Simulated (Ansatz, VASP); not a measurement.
# One calculation of AlN, two programs

```
Al N
1.0
     3.90068    0.00000    0.00000
     1.26125    3.69114    0.00000
     1.26125    0.90188    3.57927
Al N
3 3
Cartesian
  5.0432 3.6063 1.6218
  1.3800 2.1393 0.4786
  1.3800 0.9868 1.9575
  5.0432 2.4538 3.1007
  3.9526 3.9789 3.1007
  2.4705 0.6141 0.4786
```

Alike in both runs: task relaxation of cell and atoms; functional PBE; k mesh 6 × 6 × 6; occupations gaussian, width 0.1 eV; no spin polarisation.

```csv
,VASP,Ansatz
version,VASP 6.6.1,Ansatz 0.2.0
potentials or method,"VASP PAW PBE potentials, release 64 (Al, N), cutoff 600 eV","scalar-relativistic, plane waves, PAW"
valence electrons in the cell,24,24
```

|  | VASP | Ansatz | Ansatz less VASP |
| --- | --- | --- | --- |
| gap on the k mesh at the Fermi level, each at its own relaxed structure (eV) | 2.73 | 4.43 | +1.708 |
| relaxed volume (Å³/atom) | 12.63 | 8.43 | -4.209 |
| relaxed cell length with the largest relative difference (Å) | 3.365 | 2.879 | -0.4865 |

Noted on VASP's run: the volume moved by over 15 % at a fixed basis, so the end points are rough.
